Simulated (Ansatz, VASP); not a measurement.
CuNi2 in VASP and in Ansatz

```
CELL_PARAMETERS angstrom
2.49820 0.00000 0.00000
-1.24910 2.16350 0.00000
0.00000 0.00000 12.44831
ATOMIC_POSITIONS crystal
Cu 0.33333 0.66667 0.66778
Cu 0.33333 0.66667 0.33222
Ni 0.33333 0.66667 0.00000
Ni 0.66667 0.33333 0.83746
Ni 0.66667 0.33333 0.16254
Ni 0.66667 0.33333 0.50000
```

Alike in both runs: functional PBE; k mesh 6 × 6 × 2; occupations gaussian, width 0.1 eV; collinear spin.

Ansatz relaxed the structure, and its values are those at the end. VASP's run is a single point on that final structure, the one shown.

```csv
,VASP,Ansatz
version,VASP 6.6.1,Ansatz 0.2.0
potentials or method,"VASP PAW PBE potentials, release 64 (Cu, Ni), cutoff 520 eV","scalar-relativistic, plane waves, PAW"
valence electrons in the cell,62,110
```

|  | VASP | Ansatz | Ansatz less VASP |
| --- | --- | --- | --- |
| gap on the k mesh at the Fermi level (eV) | none | none | - |
| pressure (GPa) | 0.2 | 0.0 | -0.17 |
| rms of the force components (eV/Å) | 0.005 | 0.003 | -0.0020 |
| net moment per atom (μB) | 0.31 | 0.31 | +0.004 |
| size of the moment on the site where the two differ most (μB) | 0.70 | 0.74 | +0.035 |

Site moments also hang on the region over which each program counts them. A gap of «none» marks a metal or a gap that the smearing closes. With one functional, cell and mesh, what is left measures potentials, basis and numerics. VASP's potentials hold 62 valence electrons a cell and Ansatz's 110, so a difference there can come from the potentials and not from the codes. Ansatz's warnings: seeded moment not kept.

The k mesh is coarse, so the values compare programs but aren't converged.
